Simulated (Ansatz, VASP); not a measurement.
SiNi: VASP beside Ansatz

```xyz
2
Lattice="3.2979 0.0000 0.0000 -1.6489 2.8560 0.0000 0.0000 0.0000 2.4466" Properties=species:S:1:pos:R:3 pbc="T T T"
Ni    0.0000    0.0000    0.0000
Si    0.0000    1.9040    1.2233
```

Change from the starting cell: volume scaled by 0.88, PAW files.

Alike in both runs: task single point; functional PBE; k mesh 14 × 14 × 13; occupations fermi-dirac, width 0.1 eV; no spin polarisation.

|  | VASP | Ansatz |
| --- | --- | --- |
| version | VASP 6.6.1 | Ansatz 0.2.0 |
| potentials or method | VASP PAW PBE potentials, release 64 (Ni, Si) | PAW with Ansatz's default frozen-core files, scalar-relativistic |
| plane-wave cutoff (eV) | 520 | 420 |
| valence electrons in the cell | 14 | 22 |

```csv
,VASP,Ansatz,Ansatz less VASP
pressure (GPa),25.6,25.7,+0.09
"traceless stress, the component that is largest in VASP (GPa)",0.25,0.01,-0.237
```

VASP's potentials hold 14 valence electrons a cell and Ansatz's 22, so a difference there can come from the potentials and not from the codes.
